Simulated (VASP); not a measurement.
# Al (P6_3/mmc) in VASP: notebook

Al is run at these levels: r2SCAN; tasks: single point.

Everything below comes from runs of VASP 6.6.1. Logs are shortened: lines on timing, memory, paths and dates and some standing lists are left out, and cuts for length are marked.

### 1 The cell of the first run

It takes space group P6_3/mmc (No. 194, hexagonal). The conventional cell has a = 2.679 Å, b = 2.679 Å, c = 8.791 Å, α = 90.00°, β = 90.00°, γ = 120.00°. Within 3.5 Å of Al (site symmetry -3m) lie 12 Al at 2.68 to 2.69 Å. Al (site symmetry -6m2) has 12 Al at 2.68 to 2.69 Å within 3.5 Å.

This isn't the form of Al at room conditions, which is fcc.

### 2 Single point, r2SCAN

POSCAR

```
Al
1.0
    2.6785037900      0.0000000000      0.0000000000
   -1.3392518950      2.3196523263      0.0000000000
    0.0000000000      0.0000000000      8.7914380907
Al
4
Direct
    0.0000000000      0.0000000000      0.0000000000
    0.3333333333      0.6666666667      0.2500000000
    0.0000000000      0.0000000000      0.5000000000
    0.6666666667      0.3333333333      0.7500000000
```

INCAR.step1

```
PREC     = Accurate       # precision mode
ENCUT    = 520            # plane-wave cutoff, eV
ISMEAR   = 0              # smearing method
SIGMA    = 0.1            # smearing width, eV
LREAL    = False          # projectors in reciprocal space
LASPH    = True           # aspherical terms in the spheres
NELM     = 60             # most SCF steps
NBANDS   = 14             # bands
GGA      = PE             # functional
ALGO     = Normal         # electronic algorithm
EDIFF    = 1E-4           # SCF threshold, eV
LWAVE    = True           # write WAVECAR
LCHARG   = False          # write CHGCAR
```

INCAR.step2

```
PREC     = Accurate       # precision mode
ENCUT    = 520            # plane-wave cutoff, eV
EDIFF    = 1E-6           # SCF threshold, eV
ISMEAR   = 0              # smearing method
SIGMA    = 0.1            # smearing width, eV
LREAL    = False          # projectors in reciprocal space
LASPH    = True           # aspherical terms in the spheres
NELM     = 60             # most SCF steps
ALGO     = Normal         # electronic algorithm
ISIF     = 2              # what is computed and relaxed
LWAVE    = False          # write WAVECAR
LCHARG   = False          # write CHGCAR
METAGGA  = R2SCAN         # meta-GGA
LMIXTAU  = True         
NBANDS   = 14             # bands
ISTART   = 1
```

KPOINTS

```
regular mesh
0
Gamma
  18 18 6
```

Potentials or basis: VASP PAW PBE potentials, release 64 (Al).

The run is started by

```sh
$ cat potpaw_PBE.64/Al/POTCAR > POTCAR
$ cp INCAR.step1 INCAR
$ mpirun -np 1 vasp_std > vasp.out
$ cp INCAR.step2 INCAR
$ mpirun -np 1 vasp_std > vasp.out
```

OUTCAR:

```text
PREC = Accurate
   ENCUT = 520
   EDIFF = 1E-6
   ISMEAR = 0
   LREAL = False
   LASPH = True
   NELM = 60
   ISIF = 2
   METAGGA = R2SCAN
   ISTART = 1

 ion  position               nearest neighbor table
   1  0.000  0.000  0.000-   2 2.69   4 2.69   4 2.69   2 2.69   4 2.69   2 2.69
   2  0.333  0.667  0.250-   1 2.69   3 2.69   1 2.69   3 2.69   1 2.69   3 2.69
   3  0.000  0.000  0.500-   2 2.69   4 2.69   4 2.69   2 2.69   4 2.69   2 2.69
   4  0.667  0.333  0.750-   1 2.69   3 2.69   1 2.69   3 2.69   1 2.69   3 2.69

  LATTYP: Found a hexagonal cell.
 ALAT       =     2.6785037900
 C/A-ratio  =     3.2822197689

  Lattice vectors:

 A1 = (   2.6785037900,   0.0000000000,   0.0000000000)
 A2 = (  -1.3392518950,   2.3196523263,   0.0000000000)
 A3 = (   0.0000000000,   0.0000000000,   8.7914380907)

Analysis of symmetry for initial positions (statically):
=====================================================================
 Subroutine PRICEL returns:
 Original cell was already a primitive cell.

 Routine SETGRP: Setting up the symmetry group for a
 hexagonal supercell.

 Subroutine GETGRP returns: Found 24 space group operations
 (whereof 12 operations were pure point group operations)
 out of a pool of 24 trial point group operations.

The static configuration has the point symmetry D_3d.
 The point group associated with its full space group is D_6h.

Analysis of symmetry for dynamics (positions and initial velocities):
=====================================================================
 Subroutine PRICEL returns:
 Original cell was already a primitive cell.

 Routine SETGRP: Setting up the symmetry group for a
 hexagonal supercell.

 Subroutine GETGRP returns: Found 24 space group operations
 (whereof 12 operations were pure point group operations)
 out of a pool of 24 trial point group operations.

The dynamic configuration has the point symmetry D_3d.
 The point group associated with its full space group is D_6h.

 Subroutine INISYM returns: Found 24 space group operations
 (whereof 12 operations are pure point group operations),
 and found     1 'primitive' translations

----------------------------------------------------------------------------------------

                                     Primitive cell

  volume of cell :      54.6229

  direct lattice vectors                    reciprocal lattice vectors
     2.678503790  0.000000000  0.000000000     0.373342761  0.215549543  0.000000000
    -1.339251895  2.319652326  0.000000000     0.000000000  0.431099087  0.000000000
     0.000000000  0.000000000  8.791438091     0.000000000  0.000000000  0.113747033

  length of vectors
     2.678503790  2.678503790  8.791438091     0.431099087  0.431099087  0.113747033

  position of ions in fractional coordinates (direct lattice)
     0.000000000  0.000000000  0.000000000
     0.333333333  0.666666667  0.250000000
     0.000000000  0.000000000  0.500000000
     0.666666667  0.333333333  0.750000000

  ion indices of the primitive-cell ions
   primitive index   ion index
                 1           1
                 2           2
                 3           3
                 4           4

----------------------------------------------------------------------------------------

 KPOINTS: regular mesh

Automatic generation of k-mesh.
 Grid dimensions read from file:
 generate k-points for:   18   18    6

 Generating k-lattice:

  Cartesian coordinates                     Fractional coordinates (reciprocal lattice)
     0.020741264  0.011974975  0.000000000     0.055555556  0.000000000  0.000000000
     0.000000000  0.023949949  0.000000000     0.000000000  0.055555556  0.000000000
     0.000000000  0.000000000  0.018957839     0.000000000  0.000000000  0.166666667

  Length of vectors
     0.023949949  0.023949949  0.018957839

  Shift w.r.t. Gamma in fractional coordinates (k-lattice)
     0.000000000  0.000000000  0.000000000

 Subroutine IBZKPT returns following result:
 ===========================================

 Found    148 irreducible k-points:

 Following reciprocal coordinates:
            Coordinates               Weight
  0.000000  0.000000  0.000000      1.000000
  0.055556  0.000000  0.000000      6.000000
  0.111111  0.000000  0.000000      6.000000
  0.166667  0.000000  0.000000      6.000000
  0.222222  0.000000  0.000000      6.000000
  0.277778  0.000000  0.000000      6.000000
[... 16 lines left out ...]
  0.333333  0.111111  0.000000     12.000000
  0.388889  0.111111  0.000000     12.000000
 [... further k-points ...]
   k-points           NKPTS =    148   k-points in BZ     NKDIM =    148   number of bands    NBANDS=     14
   number of dos      NEDOS =    301   number of ions     NIONS =      4
   total plane-waves  NPLWV =  28000
   dimension x,y,z NGX =    20 NGY =   20 NGZ =   70
   dimension x,y,z NGXF=    40 NGYF=   40 NGZF=  140
   ions per type =               4
   NGX,Y,Z   is equivalent  to a cutoff of  12.41, 12.41, 13.24 a.u.
   NGXF,Y,Z  is equivalent  to a cutoff of  24.83, 24.83, 26.47 a.u.
 SYSTEM =  unknown system
   PREC   = accura    normal or accurate (medium, high low for compatibility)
   ISTART =      1    job   : 0-new  1-cont  2-samecut
   ICHARG =      0    charge: 1-file 2-atom 10-const
   ISPIN  =      1    spin polarized calculation?
   LNONCOLLINEAR =      F non collinear calculations
   LSORBIT =      F    spin-orbit coupling
   LASPH  =      T    aspherical Exc in radial PAW
   ENCUT  =  520.0 eV  38.22 Ry    6.18 a.u.   4.98  4.98 16.35*2*pi/ulx,y,z
   NELM   =     60;   NELMIN=  2; NELMDL=  0     # of ELM steps
   EDIFF  = 0.1E-05   stopping-criterion for ELM
   LREAL  =      F    real-space projection
   EDIFFG = 0.1E-04   stopping-criterion for IOM
   NSW    =      0    number of steps for IOM
   IBRION =     -1    ionic relax: 0-MD 1-quasi-New 2-CG
   NFREE  =      0    steps in history (QN), initial steepest desc. (CG)
   ISIF   =      2    stress and relaxation
   ISYM   =      2    0-nonsym 1-usesym 2-fastsym
   POTIM  = 0.5000    time-step for ionic-motion
   TEBEG  =    0.0;   TEEND  =   0.0 temperature during run
   PSTRESS=    0.0 pullay stress
   NELECT =      12.0000    total number of electrons
   NUPDOWN=      -1.0000    fix difference up-down
   EMIN   =  10.00;   EMAX   =-10.00  energy-range for DOS
   EFERMI =   0.00;   METHOD = LEGACY
   ISMEAR =     0;   SIGMA  =   0.10  broadening in eV -4-tet -1-fermi 0-gaus
   EFERMI_NEDOS =   21; number of points for ismear=-14 and -15
   IALGO  =     38    algorithm
   IMIX   =      4    mixing-type and parameters
     AMIX     =   0.40;   BMIX     =  1.00
     AMIX_MAG =   1.60;   BMIX_MAG =  1.00
  volume/ion in A,a.u.               =      13.66        92.15
  Fermi-wavevector in a.u.,A,eV,Ry     =   0.987818  1.866705 13.276350  0.975784
  Thomas-Fermi vector in A             =   2.119300
   LORBIT       =      0    0 simple, 1 ext, 2 COOP (PROOUT), +10 PAW based schemes
   METAGGA = R2SCAN    functional components
   LHFCALC =     F    Hartree Fock is set to
   AEXX    =    0.0000 exact exchange contribution
   IVDW    =     0    specifies the selected vdW correction
   LEPSILON=     F    determine dielectric tensor
   LRPA    =     F    only Hartree local field effects (RPA)
 non-spin polarized calculation
 Gauss-broadening in eV      SIGMA  =   0.10
  energy-cutoff  :      520.00
  volume of cell :       54.62
 maximum number of plane-waves:      1501
 NGX is ok and might be reduce to    20
   NGX =  9   NGY =  9   NGZ = 33

 number of electron      12.0000000 magnetization

 Free energy of the ion-electron system (eV)
  ---------------------------------------------------
  ext. energy  EPLUGINS =         0.00000000
  ---------------------------------------------------
  free energy    TOTEN  =       -26.41501022 eV

  energy without entropy =      -26.40898427  energy(sigma->0) =      -26.41199725

 E-fermi :  10.0904     XC(G=0): -11.6298

 val. band max:       10.0779906271   @ k =   0.2222   0.2222   0.3333
 cond. band min:      10.1063259042   @ k =   0.2222   0.2222   0.0000
 fundamental gap:      0.0283352770
 Fermi energy:        10.0904432733

 k-point     1 :       0.0000    0.0000    0.0000
  band No.  band energies     occupation
      1      -3.1159      2.00000
      2      -1.1081      2.00000
      3      -1.1081      2.00000
      4       4.2972      2.00000
      5       5.2498      2.00000
      6      14.0882      0.00000
      7      14.0940      0.00000
      8      22.9914      0.00000
      9      22.9914      0.00000
     10      23.1404      0.00000
     11      23.1404      0.00000
     12      23.9336      0.00000
     13      23.9343      0.00000
     14      24.0066      0.00000

 k-point     2 :       0.0556    0.0000    0.0000
  band No.  band energies     occupation
      1      -3.0262      2.00000
      2      -1.0199      2.00000
      3      -1.0199      2.00000
      4       4.3795      2.00000
      5       5.3344      2.00000
      6      14.1528      0.00000
      7      14.1628      0.00000
      8      21.0884      0.00000
      9      21.8684      0.00000
     10      22.3704      0.00000
     11      22.5275      0.00000
     12      23.2893      0.00000
     13      23.3073      0.00000
     14      23.3403      0.00000
[... 343 lines left out ...]
      1       1.4581      2.00000
      2       3.3712      2.00000
      3       3.3755      2.00000
      4       7.3101      2.00000
      5       8.5372      2.00000
      6       9.1853      2.00000
      7       9.5860      2.00000
      8      10.3127      0.00167
      9      13.4228      0.00000
     10      14.5237      0.00000
     11      15.4481      0.00000
     12      15.6516      0.00000
     13      16.6057      0.00000
     14      18.8798      0.00000

 k-point    24 :       0.3889    0.1111    0.0000
  band No.  band energies     occupation
      1       2.7391      2.00000
      2       4.5717      2.00000
      3       4.5957      2.00000
      4       5.7797      2.00000
      5       7.7676      2.00000
      6       7.8259      2.00000
      7       9.8703      1.99815
      8      10.9210      0.00000
      9      12.7779      0.00000
     10      12.8394      0.00000
     11      15.1250      0.00000
     12      15.2481      0.00000
     13      16.0175      0.00000
     14      19.6442      0.00000

 [... further k-points ...]

------------------------ aborting loop because EDIFF is reached ----------------------------------------

  FORCE on cell =-STRESS in cart. coord.  units (eV):
  Direction    XX          YY          ZZ          XY          YZ          ZX
  --------------------------------------------------------------------------------------
  -------------------------------------------------------------------------------------
  Total        6.6570759      6.6570759      6.6479713      0.0000000      0.0000000      0.0000000
  in kB      195.2625726    195.2625726    194.9955203      0.0000000      0.0000000      0.0000000
  external PRESSURE =     195.1735552 kB  Pullay stress =       0.0000000 kB

 VOLUME and BASIS-vectors are now :
 -----------------------------------------------------------------------------
  energy-cutoff  :      520.00
  volume of cell :       54.62
      direct lattice vectors                 reciprocal lattice vectors
     2.678503790  0.000000000  0.000000000     0.373342761  0.215549543  0.000000000
    -1.339251895  2.319652326  0.000000000     0.000000000  0.431099087  0.000000000
     0.000000000  0.000000000  8.791438091     0.000000000  0.000000000  0.113747033

 POSITION                                       TOTAL-FORCE (eV/Angst)
 -----------------------------------------------------------------------------------
      0.00000      0.00000      0.00000         0.000000      0.000000      0.000000
     -0.00000      1.54643      2.19786         0.000000      0.000000      0.000000
      0.00000      0.00000      4.39572         0.000000      0.000000      0.000000
      1.33925      0.77322      6.59358        -0.000000     -0.000000     -0.000000
 -----------------------------------------------------------------------------------
    total drift:                               -0.000000      0.000000     -0.000000

  FREE ENERGIE OF THE ION-ELECTRON SYSTEM (eV)
  ---------------------------------------------------
  free  energy   TOTEN  =       -26.4150102218 eV

  energy  without entropy=      -26.4089842711  energy(sigma->0) =      -26.41199725
```

Wall time 3.1 min (1 thread of AMD EPYC 9R45 (Zen 5), shared host); peak memory 0.19 GiB.

What came out:

| Property | Result |
| --- | --- |
| Free energy | -26.4150 eV |
| Pressure | 19.5 GPa |
| Band gap on the k mesh | zero (bands 6 and 7 overlap by 6.15 eV) |

Levels at points of the mesh, in eV from the Fermi level:
```
           k point  band 4  band 5  band 6  band 7  band 8  band 9
(0.00, 0.00, 0.00)   -5.79   -4.84    4.00    4.00   12.90   12.90
(0.50, 0.00, 0.00)   -4.69   -3.68   -3.58    0.79    1.07    1.90
(0.00, 0.00, 0.50)   -8.74   -1.03   -1.03    9.66    9.66   13.13
(0.50, 0.00, 0.50)   -5.55   -2.13   -2.13   -1.36   -1.36    5.17
```

Caveat: the cell stands under pressure; the PAW data sets were made with another functional, which shifts forces and pressure a little.

### 3 Single point, r2SCAN

This run uses another cell than the first one, of 14.60 Å³/atom.

POSCAR

```
Al
1.0
    2.7381245718      0.0000000000      0.0000000000
   -1.3690622859      2.3712854379      0.0000000000
    0.0000000000      0.0000000000      8.9934503926
Al
4
Direct
    0.0000000000      0.0000000000      0.0000000000
    0.3333333333      0.6666666667      0.2500000000
    0.0000000000      0.0000000000      0.5000000000
    0.6666666667      0.3333333333      0.7500000000
```

INCAR.step1

```
  PREC = Accurate
  ENCUT = 520
  ISMEAR = 0
  SIGMA = 0.1
  LREAL = F
  LASPH = T
  NELM = 100
  NBANDS = 14
  GGA = PE
  ALGO = Normal
  EDIFF = 1E-4
  LWAVE = T
  LCHARG = F
```

INCAR.step2

```
  PREC = Accurate
  ENCUT = 520
  EDIFF = 1E-6
  ISMEAR = 0
  SIGMA = 0.1
  LREAL = F
  LASPH = T
  NELM = 100
  ALGO = Normal
  ISIF = 2
  LWAVE = F
  LCHARG = T
  METAGGA = R2SCAN
  LMIXTAU = T
  LELF = T
  LVHAR = T
  NBANDS = 14
  ISTART = 1
```

KPOINTS

```
Automatic mesh
0
Gamma
  18 18 6
```

Potentials or basis: VASP PAW PBE potentials, release 64 (Al).

The run is started by

```sh
$ cat potpaw_PBE.64/Al/POTCAR > POTCAR
$ cp INCAR.step1 INCAR
$ mpirun -np 1 vasp_std > vasp.out
$ cp INCAR.step2 INCAR
$ mpirun -np 1 vasp_std > vasp.out
```

Run time: 3.1 min. Hardware: 1 thread of AMD EPYC 9R45 (Zen 5), shared host; peak memory 0.2 GiB.

Results (log left out):

* Free energy: -26.7506 eV
* Pressure: 9.5 GPa
* Band gap on the k mesh: zero (bands 6 and 7 overlap by 5.98 eV)

Levels at points of the mesh, in eV from the Fermi level:
```tsv
k point	band 4	band 5	band 6	band 7	band 8	band 9
(0.00, 0.00, 0.00)	-5.53	-4.76	3.83	3.83	12.47	12.47
(0.50, 0.00, 0.00)	-4.52	-3.57	-3.53	0.80	1.14	1.73
(0.00, 0.00, 0.50)	-8.42	-1.03	-1.03	9.30	9.30	12.72
(0.50, 0.00, 0.50)	-5.38	-2.07	-2.07	-1.32	-1.32	5.09
```

Caveat: the cell stands under pressure; the PAW data sets were made with another functional, which shifts forces and pressure a little.

### 4 Single point, r2SCAN

This run uses another cell than the first one, of 15.21 Å³/atom.

POSCAR

```
Al
1.0
    2.7756851309      0.0000000000      0.0000000000
   -1.3878425654      2.4038138363      0.0000000000
    0.0000000000      0.0000000000      9.1159647498
Al
4
Direct
    0.0000000000      0.0000000000      0.0000000000
    0.3333333333      0.6666666667      0.2500000000
    0.0000000000      0.0000000000      0.5000000000
    0.6666666667      0.3333333333      0.7500000000
```

INCAR.step1

```
SYSTEM = Al
PREC = Accurate
ENCUT = 520
ISMEAR = 0
SIGMA = 0.1
LREAL = .False.
LASPH = .True.
NELM = 60
NBANDS = 14
GGA = PE
ALGO = Normal
EDIFF = 1E-4
LWAVE = .True.
LCHARG = .False.
```

INCAR.step2

```
SYSTEM = Al
PREC = Accurate
ENCUT = 520
EDIFF = 1E-6
ISMEAR = 0
SIGMA = 0.1
LREAL = .False.
LASPH = .True.
NELM = 60
ALGO = Normal
ISIF = 2
LWAVE = .False.
LCHARG = .True.
METAGGA = R2SCAN
LMIXTAU = .True.
LELF = .True.
LVHAR = .True.
NBANDS = 14
ISTART = 1
```

KPOINTS

```
regular mesh
0
Gamma
  18 18 6
  0 0 0
```

The run is started by

```sh
$ cat potpaw_PBE.64/Al/POTCAR > POTCAR
$ cp INCAR.step1 INCAR
$ mpirun -np 1 vasp_std > vasp.out
$ cp INCAR.step2 INCAR
$ mpirun -np 1 vasp_std > vasp.out
```

It took 4.3 min on 1 thread of AMD EPYC 9R45 (Zen 5), shared host; peak memory 0.22 GiB.

Results (log left out):

* Free energy: -26.8561 eV
* Pressure: 4.6 GPa
* Band gap on the k mesh: zero (bands 6 and 7 overlap by 5.89 eV)

Levels at points of the mesh, in eV from the Fermi level:
```csv
k point,band 3,band 4,band 5,band 6,band 7,band 8,band 9,band 10
"(0.00, 0.00, 0.00)",-10.54,-5.36,-4.70,3.74,3.74,12.18,12.18,12.20
"(0.50, 0.00, 0.00)",-4.44,-4.41,-3.51,-3.49,0.81,1.18,1.63,2.00
"(0.00, 0.00, 0.50)",-8.23,-8.23,-1.01,-1.01,9.10,9.10,12.46,12.46
"(0.50, 0.00, 0.50)",-5.27,-5.27,-2.04,-2.04,-1.29,-1.29,5.04,5.04
```

Caveat: the cell stands under pressure; the PAW data sets were made with another functional, which shifts forces and pressure a little.

### 5 The runs side by side

| cell | gap on the mesh (eV) | pressure (GPa) |
| --- | --- | --- |
| a = 2.679, b = 2.679, c = 8.791 Å, angles 90.0, 90.0, 120.0°, 4 atoms | none | 19.5 |
| a = 2.738, b = 2.738, c = 8.993 Å, angles 90.0, 90.0, 120.0°, 4 atoms | none | 9.5 |
| a = 2.776, b = 2.776, c = 9.116 Å, angles 90.0, 90.0, 120.0°, 4 atoms | none | 4.6 |

Alike in all rows: task single point; level r2SCAN; potentials or basis VASP PAW PBE potentials, release 64 (Al); no spin polarisation; k mesh 18 × 18 × 6; cutoff (eV) 520; smearing gaussian 0.1 eV.

Caveats: the cell stands under pressure; the PAW data sets were made with another functional, which shifts forces and pressure a little.

Absolute energies hang on the potentials; compare differences alone.
